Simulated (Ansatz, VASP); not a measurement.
# Zn4HO4 in VASP and in Ansatz

The input INCAR:

```
ALGO     = Normal         # electronic algorithm
EDIFF    = 1E-6           # SCF threshold, eV
ENCUT    = 520            # plane-wave cutoff, eV
GGA      = PE             # functional
ISIF     = 2              # what is computed and relaxed
ISMEAR   = 0              # smearing method
LASPH    = True           # aspherical terms in the spheres
LCHARG   = False          # write CHGCAR
LREAL    = False          # projectors in reciprocal space
LWAVE    = False          # write WAVECAR
NBANDS   = 46             # bands
NELM     = 60             # most SCF steps
PREC     = Accurate       # precision mode
SIGMA    = 0.05           # smearing width, eV
```

Contents of KPOINTS:

```
k-points
0
Gamma
  4 4 8
```

File POSCAR:

```
Zn4HO4
1.0
    5.6098780345      0.0000000000      0.0000000000
    0.0000000000      5.6098780345      0.0000000000
    0.0000000000      0.0000000000      3.2790255992
Zn O H
4 4 1
Direct
    0.1816262562      0.1816262562      0.5000000000
    0.8183737438      0.8183737438      0.5000000000
    0.6816262562      0.3183737438      0.0000000000
    0.3183737438      0.6816262562      0.0000000000
    0.8184651117      0.1815348883      0.5000000000
    0.1815348883      0.8184651117      0.5000000000
    0.6815348883      0.6815348883      0.0000000000
    0.3184651117      0.3184651117      0.0000000000
    0.9999176225      0.8183737438      0.2500000000
```

Input for Ansatz:

```yaml
crystal:
  lattice:
    - [5.6098780345, 0.0, 0.0]
    - [0.0, 5.6098780345, 0.0]
    - [0.0, 0.0, 3.2790255992]
  atoms:
    - { symbol: Zn, position: [0.1816262562, 0.1816262562, 0.5] }
    - { symbol: Zn, position: [0.8183737438, 0.8183737438, 0.5] }
    - { symbol: Zn, position: [0.6816262562, 0.3183737438, 0.0] }
    - { symbol: Zn, position: [0.3183737438, 0.6816262562, 0.0] }
    - { symbol: O, position: [0.8184651117, 0.1815348883, 0.5] }
    - { symbol: O, position: [0.1815348883, 0.8184651117, 0.5] }
    - { symbol: O, position: [0.6815348883, 0.6815348883, 0.0] }
    - { symbol: O, position: [0.3184651117, 0.3184651117, 0.0] }
    - { symbol: H, position: [0.9999176225, 0.8183737438, 0.25] }
basis:
  ecutwfc: 420
kpoints:
  mp_grid: { grid: [4, 4, 8] }
hamiltonian:
  xc: pbe
  pseudopotentials: { kind: paw, azcp: { folder: soft_1 } }
scf:
  occupations: { method: gaussian, width: 0.05 }
output:
  forces: true
  stress: true
  eigenvalues: true
  write_density: true
  write_potential: true
  elf: true
  volumetric_format: npy
```

Alike in both runs: task single point; functional PBE; k mesh 4 × 4 × 8; occupations gaussian, width 0.05 eV; no spin polarisation.

|  | VASP | Ansatz |
| --- | --- | --- |
| version | VASP 6.6.1 | Ansatz 0.2.0 |
| potentials or method | VASP PAW PBE potentials, release 64 (Zn, O, H), cutoff 520 eV | scalar-relativistic, plane waves, PAW |
| valence electrons in the cell | 73 | 73 |

|  | VASP | Ansatz | Ansatz less VASP |
| --- | --- | --- | --- |
| gap on the k mesh at the Fermi level (eV) | none | none | - |
| pressure (GPa) | 11.6 | 10.6 | -0.94 |
| traceless stress, the component that is largest in VASP (GPa) | -5.71 | -5.50 | +0.202 |
| rms of the force components (eV/Å) | 1.842 | 1.812 | -0.0302 |

Atom by atom the forces differ by 0.034 eV/Å (rms over components). A gap of «none» marks a metal or a gap that the smearing closes.
